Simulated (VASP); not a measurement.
Input of a VASP 6.6.1 run:

File INCAR:

```
ALGO     = Normal         # electronic algorithm
EDIFF    = 1E-6           # SCF threshold, eV
EDIFFG   = -0.025         # ionic threshold
ENCUT    = 520            # plane-wave cutoff, eV
GGA      = PE             # functional
IBRION   = 2              # ionic algorithm
ISIF     = 2              # what is computed and relaxed
ISMEAR   = 0              # smearing method
LASPH    = T              # aspherical terms in the spheres
LCHARG   = F              # write CHGCAR
LREAL    = Auto         
LWAVE    = F              # write WAVECAR
NELECT   = 58.0         
NELM     = 80             # most SCF steps
NSW      = 65             # ionic steps
PREC     = Accurate       # precision mode
SIGMA    = 0.01           # smearing width, eV
```

Contents of KPOINTS:

```
k-points
0
Gamma
  1 1 1
```

The input POSCAR:

```
Si8C7
1.0
    0.0000000000      0.0000000000      5.0742922929
   -3.0919365161      5.3553911397      0.0000000000
   -3.0919365161     -5.3553911397      0.0000000000
Si C
8 7
Direct
    0.4872570901      0.1666666667      0.3333333333
    0.4899838965      0.6676558565      0.3353117130
    0.4899838965      0.1646882870      0.8323441435
    0.4899838965      0.6676558565      0.8323441435
    1.0062985286      0.8187649106      0.1593824553
    1.0062985286      0.3406175447      0.1593824553
    0.9933887022      0.8333333333      0.6666666667
    1.0062985286      0.3406175447      0.6812350894
    0.8748372872      0.6686933603      0.3373867207
    0.8748372872      0.1626132793      0.8313066397
    0.8748372872      0.6686933603      0.8313066397
    0.3848631082      0.8355574334      0.1677787167
    0.3848631082      0.3322212833      0.1677787167
    0.3759874532      0.8333333333      0.6666666667
    0.3848631082      0.3322212833      0.6644425666
```

Potentials or basis: VASP PAW PBE potentials, release 64 (Si, C).

Run with:

```sh
$ cat potpaw_PBE.64/Si/POTCAR potpaw_PBE.64/C/POTCAR > POTCAR
$ mpirun -np 1 vasp_gam > vasp.out
```

Q: What does it give for the energy gained by relaxing?

A: 14.0 meV/atom.

Forces on the atoms (eV/Å):
```
Si   0.000  0.000  0.014
Si   0.001  0.001  0.010
Si  -0.001  0.001  0.010
Si   0.000 -0.002  0.010
Si  -0.006  0.004  0.000
Si   0.000 -0.007  0.000
Si   0.000  0.000 -0.006
Si   0.006  0.004  0.000
C   -0.009 -0.005 -0.010
C    0.009 -0.005 -0.010
C    0.000  0.010 -0.010
C   -0.019  0.011 -0.009
C    0.000 -0.022 -0.009
C    0.000  0.000  0.019
C    0.019  0.011 -0.009
```

Caveat: the k points lie up to 1.24 Å⁻¹ apart; the cell carries a net charge on a neutralising background, which shifts energy and pressure.
